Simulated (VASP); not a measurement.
# N (P2_13) in VASP: relaxation of cell and atoms with PBEsol

Aim: the relaxation of cell and atoms of N with PBEsol.

All numbers are computed with VASP 6.6.1; they aren't measurements. Logs are shortened: lines on timing, memory, paths and dates and some standing lists are left out, and cuts for length are marked.

### Step 1. The cell of the first run

Symmetry: P2_13, No. 198, cubic system. The conventional cell has a = 5.649 Å, b = 5.649 Å, c = 5.649 Å, α = 90.00°, β = 90.00°, γ = 90.00°. Within 5.0 Å of N (site symmetry 3) lie 12 N at 3.78 to 4.25 Å.

### Step 2. Relaxation of cell and atoms, PBEsol, collinear spin, ferromagnetic start

INCAR

```
ALGO     = Normal         # electronic algorithm
EDIFF    = 1E-7           # SCF threshold, eV
EDIFFG   = -0.005         # ionic threshold
ENCUT    = 600            # plane-wave cutoff, eV
GGA      = PS             # functional
IBRION   = 2              # ionic algorithm
ISIF     = 3              # what is computed and relaxed
ISMEAR   = 0              # smearing method
ISPIN    = 2              # spin polarisation
LASPH    = T              # aspherical terms in the spheres
LCHARG   = F              # write CHGCAR
LORBIT   = 11             # projections on sites
LREAL    = F              # projectors in reciprocal space
LWAVE    = F              # write WAVECAR
MAGMOM   = 3.2 3.2 3.2 3.2 # initial moments
NELM     = 150            # most SCF steps
NSW      = 100            # ionic steps
PREC     = Accurate       # precision mode
SIGMA    = 0.02           # smearing width, eV
```

KPOINTS

```
k-points
0
Gamma
  4 4 4
```

POSCAR

```
N
1.0
    5.6490000000      0.0000000000      0.0000000000
    0.0000000000      5.6490000000      0.0000000000
    0.0000000000      0.0000000000      5.6490000000
N
4
Direct
    0.0300000000      0.0300000000      0.0300000000
    0.4700000000      0.9700000000      0.5300000000
    0.5300000000      0.4700000000      0.9700000000
    0.9700000000      0.5300000000      0.4700000000
```

Potentials or basis: VASP PAW PBE potentials, release 64 (N).

Command:

```console
$ cat potpaw_PBE.64/N/POTCAR > POTCAR
$ mpirun -np 1 vasp_std > vasp.out
```

OUTCAR:

```text
EDIFF = 1E-7
   EDIFFG = -0.005
   ENCUT = 600
   GGA = PS
   IBRION = 2
   ISIF = 3
   ISMEAR = 0
   ISPIN = 2
   LASPH = T
   LORBIT = 11
   LREAL = F
   NELM = 150
   NSW = 100
   PREC = Accurate

 ion  position               nearest neighbor table
   1  0.030  0.030  0.030-
   2  0.470  0.970  0.530-
   3  0.530  0.470  0.970-
   4  0.970  0.530  0.470-

  LATTYP: Found a simple cubic cell.
 ALAT       =     5.6490000000

  Lattice vectors:

 A1 = (   5.6490000000,   0.0000000000,   0.0000000000)
 A2 = (   0.0000000000,   5.6490000000,   0.0000000000)
 A3 = (   0.0000000000,   0.0000000000,   5.6490000000)

Analysis of symmetry for initial positions (statically):
=====================================================================
 Subroutine PRICEL returns:
 Original cell was already a primitive cell.

 Routine SETGRP: Setting up the symmetry group for a
 simple cubic supercell.

 Subroutine GETGRP returns: Found 12 space group operations
 (whereof  3 operations were pure point group operations)
 out of a pool of 48 trial point group operations.

The static configuration has the point symmetry C_3 .
 The point group associated with its full space group is T   .

Analysis of symmetry for dynamics (positions and initial velocities):
=====================================================================
 Subroutine PRICEL returns:
 Original cell was already a primitive cell.

 Routine SETGRP: Setting up the symmetry group for a
 simple cubic supercell.

 Subroutine GETGRP returns: Found 12 space group operations
 (whereof  3 operations were pure point group operations)
 out of a pool of 48 trial point group operations.

The dynamic configuration has the point symmetry C_3 .
 The point group associated with its full space group is T   .

Analysis of structural, dynamic, and magnetic symmetry:
=====================================================================
 Subroutine PRICEL returns:
 Original cell was already a primitive cell.

 Routine SETGRP: Setting up the symmetry group for a
 simple cubic supercell.

 Subroutine GETGRP returns: Found 12 space group operations
 (whereof  3 operations were pure point group operations)
 out of a pool of 48 trial point group operations.

The overall configuration has the point symmetry C_3 .
 The point group associated with its full space group is T   .

 Subroutine INISYM returns: Found 12 space group operations
 (whereof  3 operations are pure point group operations),
 and found     1 'primitive' translations

----------------------------------------------------------------------------------------

                                     Primitive cell

  volume of cell :     180.2664

  direct lattice vectors                    reciprocal lattice vectors
     5.649000000  0.000000000  0.000000000     0.177022482  0.000000000  0.000000000
     0.000000000  5.649000000  0.000000000     0.000000000  0.177022482  0.000000000
     0.000000000  0.000000000  5.649000000     0.000000000  0.000000000  0.177022482

  length of vectors
     5.649000000  5.649000000  5.649000000     0.177022482  0.177022482  0.177022482

  position of ions in fractional coordinates (direct lattice)
     0.030000000  0.030000000  0.030000000
     0.470000000  0.970000000  0.530000000
     0.530000000  0.470000000  0.970000000
     0.970000000  0.530000000  0.470000000

  ion indices of the primitive-cell ions
   primitive index   ion index
                 1           1
                 2           2
                 3           3
                 4           4

----------------------------------------------------------------------------------------

 KPOINTS: k-points

Automatic generation of k-mesh.
 Grid dimensions read from file:
 generate k-points for:    4    4    4

 Generating k-lattice:

  Cartesian coordinates                     Fractional coordinates (reciprocal lattice)
     0.044255620  0.000000000  0.000000000     0.250000000  0.000000000  0.000000000
     0.000000000  0.044255620  0.000000000     0.000000000  0.250000000  0.000000000
     0.000000000  0.000000000  0.044255620     0.000000000  0.000000000  0.250000000

  Length of vectors
     0.044255620  0.044255620  0.044255620

  Shift w.r.t. Gamma in fractional coordinates (k-lattice)
     0.000000000  0.000000000  0.000000000

 Subroutine IBZKPT returns following result:
 ===========================================

 Found     11 irreducible k-points:

 Following reciprocal coordinates:
            Coordinates               Weight
  0.000000  0.000000  0.000000      1.000000
  0.250000  0.000000  0.000000      6.000000
  0.500000  0.000000  0.000000      3.000000
  0.250000  0.250000  0.000000     12.000000
  0.500000  0.250000  0.000000      6.000000
 -0.250000  0.500000  0.000000      6.000000
  0.500000  0.500000  0.000000      3.000000
  0.250000  0.250000  0.250000      8.000000
  0.500000  0.250000  0.250000     12.000000
  0.500000  0.500000  0.250000      6.000000
  0.500000  0.500000  0.500000      1.000000
   k-points           NKPTS =     11   k-points in BZ     NKDIM =     11   number of bands    NBANDS=     20
   number of dos      NEDOS =    301   number of ions     NIONS =      4
   total plane-waves  NPLWV = 110592
   dimension x,y,z NGX =    48 NGY =   48 NGZ =   48
   dimension x,y,z NGXF=    96 NGYF=   96 NGZF=   96
   ions per type =               4
   NGX,Y,Z   is equivalent  to a cutoff of  14.13, 14.13, 14.13 a.u.
   NGXF,Y,Z  is equivalent  to a cutoff of  28.25, 28.25, 28.25 a.u.
 SYSTEM =  unknown system
   PREC   = accura    normal or accurate (medium, high low for compatibility)
   ISTART =      0    job   : 0-new  1-cont  2-samecut
   ICHARG =      2    charge: 1-file 2-atom 10-const
   ISPIN  =      2    spin polarized calculation?
   LNONCOLLINEAR =      F non collinear calculations
   LSORBIT =      F    spin-orbit coupling
   LASPH  =      T    aspherical Exc in radial PAW
   ENCUT  =  600.0 eV  44.10 Ry    6.64 a.u.  11.28 11.28 11.28*2*pi/ulx,y,z
   NELM   =    150;   NELMIN=  2; NELMDL= -5     # of ELM steps
   EDIFF  = 0.1E-06   stopping-criterion for ELM
   LREAL  =      F    real-space projection
   EDIFFG = -.5E-02   stopping-criterion for IOM
   NSW    =    100    number of steps for IOM
   IBRION =      2    ionic relax: 0-MD 1-quasi-New 2-CG
   NFREE  =      1    steps in history (QN), initial steepest desc. (CG)
   ISIF   =      3    stress and relaxation
   ISYM   =      2    0-nonsym 1-usesym 2-fastsym
   POTIM  = 0.5000    time-step for ionic-motion
   TEBEG  =    0.0;   TEEND  =   0.0 temperature during run
   PSTRESS=    0.0 pullay stress
   NELECT =      20.0000    total number of electrons
   NUPDOWN=      -1.0000    fix difference up-down
   EMIN   =  10.00;   EMAX   =-10.00  energy-range for DOS
   EFERMI =   0.00;   METHOD = LEGACY
   ISMEAR =     0;   SIGMA  =   0.02  broadening in eV -4-tet -1-fermi 0-gaus
   EFERMI_NEDOS =   21; number of points for ismear=-14 and -15
   IALGO  =     38    algorithm
   IMIX   =      4    mixing-type and parameters
     AMIX     =   0.40;   BMIX     =  1.00
     AMIX_MAG =   1.60;   BMIX_MAG =  1.00
  volume/ion in A,a.u.               =      45.07       304.12
  Fermi-wavevector in a.u.,A,eV,Ry     =   0.786647  1.486547  8.419470  0.618814
  Thomas-Fermi vector in A             =   1.891228
   LORBIT       =     11    0 simple, 1 ext, 2 COOP (PROOUT), +10 PAW based schemes
   GGA     = PS    functional components
   LHFCALC =     F    Hartree Fock is set to
   AEXX    =    0.0000 exact exchange contribution
   IVDW    =     0    specifies the selected vdW correction
   LEPSILON=     F    determine dielectric tensor
   LRPA    =     F    only Hartree local field effects (RPA)
 conjugate gradient relaxation of ions
 spin polarized calculation
 Gauss-broadening in eV      SIGMA  =   0.02
  energy-cutoff  :      600.00
  volume of cell :      180.27
 maximum number of plane-waves:      6062
 NGX is ok and might be reduce to    48
   NGX = 23   NGY = 23   NGZ = 23

--------------------------------------- Ionic step        1  -------------------------------------------

 number of electron      20.0000001 magnetization      11.9999902

 Free energy of the ion-electron system (eV)
  ---------------------------------------------------
  ext. energy  EPLUGINS =         0.00000000
  ---------------------------------------------------
  free energy    TOTEN  =       -12.74509869 eV

  energy without entropy =      -12.74509869  energy(sigma->0) =      -12.74509869

------------------------ aborting loop because EDIFF is reached ----------------------------------------

  FORCE on cell =-STRESS in cart. coord.  units (eV):
  Direction    XX          YY          ZZ          XY          YZ          ZX
  --------------------------------------------------------------------------------------
  -------------------------------------------------------------------------------------
  Total        0.0776621      0.0776621      0.0776621      0.0000000      0.0000000     -0.0000000
  in kB        0.6902475      0.6902475      0.6902475      0.0000000      0.0000000     -0.0000000
  external PRESSURE =       0.6902475 kB  Pullay stress =       0.0000000 kB
[... 251 lines left out ...]
  energy  without entropy=      -12.7527912693  energy(sigma->0) =      -12.75279127

--------------------------------------- Ionic step        8  -------------------------------------------

 number of electron      19.9999996 magnetization      11.9999990

 Free energy of the ion-electron system (eV)
  ---------------------------------------------------
  ext. energy  EPLUGINS =         0.00000000
  ---------------------------------------------------
  free energy    TOTEN  =       -12.75435500 eV

  energy without entropy =      -12.75435500  energy(sigma->0) =      -12.75435500

 E-fermi :  -6.3495     XC(G=0):  -4.1553

 val. band max:       -6.5057130935   @ k =   0.0000   0.0000   0.0000
 cond. band min:      -3.0684269464   @ k =   0.5000   0.5000   0.5000
 fundamental gap:      3.4372861470
 Fermi energy:        -6.3494583217

 spin component 1

 k-point     1 :       0.0000    0.0000    0.0000
  band No.  band energies     occupation
      1     -18.2499      1.00000
      2     -18.1495      1.00000
      3     -18.1495      1.00000
      4     -18.1495      1.00000
      5      -6.9350      1.00000
      6      -6.9350      1.00000
[... 12 lines left out ...]
     19       4.0146      0.00000
[... 213 lines left out ...]
      3     -18.1738      1.00000
      4     -18.1738      1.00000
      5      -6.9817      1.00000
      6      -6.9817      1.00000
[... 12 lines left out ...]
     19       3.4491      0.00000
     20       3.4491      0.00000
 Fermi energy:        -6.3494583217

 spin component 2

 k-point     1 :       0.0000    0.0000    0.0000
  band No.  band energies     occupation
      1     -13.7316      1.00000
      2     -13.5502      1.00000
      3     -13.5502      1.00000
      4     -13.5502      1.00000
      5      -2.9389      0.00000
      6      -2.9389      0.00000
[... 12 lines left out ...]
     19       4.7311      0.00000
[... 260 lines left out ...]
  FREE ENERGIE OF THE ION-ELECTRON SYSTEM (eV)
  ---------------------------------------------------
  free  energy   TOTEN  =       -12.7543549993 eV

  energy  without entropy=      -12.7543549993  energy(sigma->0) =      -12.75435500

 reached required accuracy - stopping structural energy minimisation

 total charge

# of ion       s       p       d       tot
------------------------------------------
    1        1.360   1.908   0.000   3.267
    2        1.360   1.908   0.000   3.267
    3        1.360   1.908   0.000   3.267
    4        1.360   1.908   0.000   3.267
--------------------------------------------------
tot          5.438   7.631   0.000  13.069

 magnetization (x)

# of ion       s       p       d       tot
------------------------------------------
    1        0.035   1.908   0.000   1.943
    2        0.035   1.908   0.000   1.943
    3        0.035   1.908   0.000   1.943
    4        0.035   1.908   0.000   1.943
--------------------------------------------------
tot          0.141   7.631   0.000   7.772
```

Run time: 3.5 min. Hardware: 1 thread of Intel Xeon 6975P-C (Granite Rapids), shared host; peak memory 0.41 GiB.

What came out:

| Property | Result |
| --- | --- |
| Free energy | -12.7544 eV |
| Relaxed volume | 53.64 Å³/atom |
| Relaxed cell | a = 5.987 Å, b = 5.987 Å, c = 5.987 Å, α = 90.00°, β = 90.00°, γ = 90.00° |
| Space group after relaxing (to 0.1 Å) | P2_13 (No. 198) |
| Energy gained by relaxing | 2.3 meV/atom |
| Ionic steps | 8 |
| Pressure after relaxing | 0.0 GPa |
| Largest force after relaxing | 0.005 eV/Å |
| Band gap on the k mesh | 3.44 eV (least direct gap 3.48 eV) |
| Net moment | 12.00 μB per cell |
| Site moments | N +1.94 μB |
| Valence electrons inside the program's atomic spheres | N 3.27 |

Forces on the atoms (eV/Å):
```
N   -0.003 -0.003 -0.003
N    0.003  0.003 -0.003
N   -0.003  0.003  0.003
N    0.003 -0.003  0.003
```

Step by step:
| step | energy change (eV) | largest force (eV/Å) | pressure (GPa) | volume (Å³) |
| --- | --- | --- | --- | --- |
| 1 | 0.0000 | 0.0122 | 0.07 | 180.27 |
| 2 | -0.0002 | 0.0120 | 0.07 | 180.77 |
| 3 | -0.0010 | 0.0116 | 0.06 | 182.30 |
| 4 | -0.0023 | 0.0106 | 0.06 | 185.38 |
| 5 | -0.0046 | 0.0089 | 0.05 | 191.64 |
| 6 | -0.0079 | 0.0061 | 0.03 | 204.59 |
| 7 | -0.0077 | 0.0030 | -0.05 | 232.20 |
| 8 | -0.0093 | 0.0046 | 0.01 | 214.56 |

Final structure:
```
N
1.0
     5.98660    0.00000    0.00000
     0.00000    5.98660    0.00000
     0.00000    0.00000    5.98660
N
4
Cartesian
  0.1567 0.1567 0.1567
  2.8366 5.8299 3.1500
  3.1500 2.8366 5.8299
  5.8299 3.1500 2.8366
```

Caveat: the volume moved by over 15 % at a fixed basis, so the end points are rough; the PAW data sets were made with another functional, which shifts forces and pressure a little. Zero-point motion and thermal expansion aren't in these numbers.
